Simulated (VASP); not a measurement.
A run of VASP 6.6.1 is set up as follows.

Contents of POSCAR:

```
CdTe
1.0
    0.0000000000      3.3442842944      3.3442842944
    3.3442842944      0.0000000000      3.3442842944
    3.3442842944      3.3442842944      0.0000000000
Cd Te
1 1
Direct
    0.0000000000      0.0000000000      0.0000000000
    0.2500000000      0.2500000000      0.2500000000
```

Contents of INCAR.step1:

```
SYSTEM = CdTe
PREC = Accurate
ENCUT = 520
ISMEAR = 0
SIGMA = 0.01
LREAL = .False.
LASPH = .True.
NELM = 100
NBANDS = 16
GGA = PE
ALGO = Normal
EDIFF = 1E-4
LWAVE = .True.
LCHARG = .False.
```

INCAR.step2

```
SYSTEM = CdTe
PREC = Accurate
ENCUT = 520
EDIFF = 1E-6
ISMEAR = 0
SIGMA = 0.01
LREAL = .False.
LASPH = .True.
NELM = 100
ALGO = Normal
ISIF = 2
LWAVE = .False.
LCHARG = .False.
METAGGA = R2SCAN
LMIXTAU = .True.
NBANDS = 16
ISTART = 1
```

Contents of KPOINTS:

```
regular mesh
0
Gamma
  6 6 6
  0 0 0
```

Potentials or basis: VASP PAW PBE potentials, release 64 (Cd, Te).

Command:

```bash
$ cat potpaw_PBE.64/Cd/POTCAR potpaw_PBE.64/Te/POTCAR > POTCAR
$ cp INCAR.step1 INCAR
$ mpirun -np 1 vasp_std > vasp.out
$ cp INCAR.step2 INCAR
$ mpirun -np 1 vasp_std > vasp.out
```

(1) What does it give for the band gap on the k mesh?

(2) Estimate the pressure.

Answers

(1) 0.97 eV, direct.

(2) -2.0 GPa.

Caveat: the PAW data sets were made with another functional, which shifts forces and pressure a little; spin-orbit coupling is left out, which moves the levels of the heavy elements.
